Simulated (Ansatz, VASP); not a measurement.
**WSe2 in VASP and in Ansatz**

INCAR

```
PREC     = Accurate       # precision mode
ENCUT    = 520            # plane-wave cutoff, eV
EDIFF    = 1E-7           # SCF threshold, eV
ISMEAR   = 0              # smearing method
SIGMA    = 0.02           # smearing width, eV
LREAL    = False          # projectors in reciprocal space
LASPH    = True           # aspherical terms in the spheres
NELM     = 80             # most SCF steps
ALGO     = Normal         # electronic algorithm
ISIF     = 2              # what is computed and relaxed
LWAVE    = False          # write WAVECAR
LCHARG   = False          # write CHGCAR
LDIPOL   = True         
IDIPOL   = 3            
DIPOL    = 0.5 0.5 0.500
GGA      = PE             # functional
IVDW     = 12             # dispersion correction
NBANDS   = 20             # bands
```

The input KPOINTS:

```
Automatic mesh
0
Gamma
  9 9 1
```

File POSCAR:

```
WSe2
1.0
    3.1980000000      0.0000000000      0.0000000000
   -1.5990000000      2.7695492413      0.0000000000
    0.0000000000      0.0000000000     32.7373831004
Se W
2 1
Direct
    0.3333333333      0.6666666667      0.4494309000
    0.3333333333      0.6666666667      0.5505691000
    0.6666666667      0.3333333333      0.5000000000
```

Input for Ansatz:

```yaml
crystal:
  lattice:
    - [3.198, 0.0, 0.0]
    - [-1.599, 2.7695492413, 0.0]
    - [0.0, 0.0, 32.7373831004]
  atoms:
    - { symbol: Se, position: [0.3333333333, 0.6666666667, 0.4494309] }
    - { symbol: W, position: [0.6666666667, 0.3333333333, 0.5] }
    - { symbol: Se, position: [0.3333333333, 0.6666666667, 0.5505691] }
  periodic: [true, true, false]
basis:
  ecutwfc: 420
kpoints:
  mp_grid: { grid: [9, 9, 1] }
hamiltonian:
  xc: pbe
  pseudopotentials: { kind: paw, azcp: { folder: soft_1 } }
  dispersion: d3bj
scf:
  occupations: { method: gaussian, width: 0.02 }
output:
  forces: true
  stress: true
  eigenvalues: true
```

Alike in both runs: task single point; functional PBE; dispersion D3(BJ); k mesh 9 × 9 × 1; occupations gaussian, width 0.02 eV; no spin polarisation.

|  | VASP | Ansatz |
| --- | --- | --- |
| version | VASP 6.6.1 | Ansatz 0.2.0 |
| potentials or method | VASP PAW PBE potentials, release 64 (Se, W_sv), cutoff 520 eV | scalar-relativistic, plane waves, PAW |
| valence electrons in the cell | 26 | 46 |

VASP gave:

```
gap on the k mesh at the Fermi level (eV) : 1.82
least direct gap on the mesh (eV)         : 1.91
rms of the force components (eV/Å)        : 0.599
```

Question: Estimate Ansatz's values.

Answer: gap on the k mesh at the Fermi level (eV): 1.82; least direct gap on the mesh (eV): 1.92; rms of the force components (eV/Å): 0.569.

VASP's potentials hold 26 valence electrons a cell and Ansatz's 46, so a difference there can come from the potentials and not from the codes.

Neither program's run includes spin-orbit coupling.
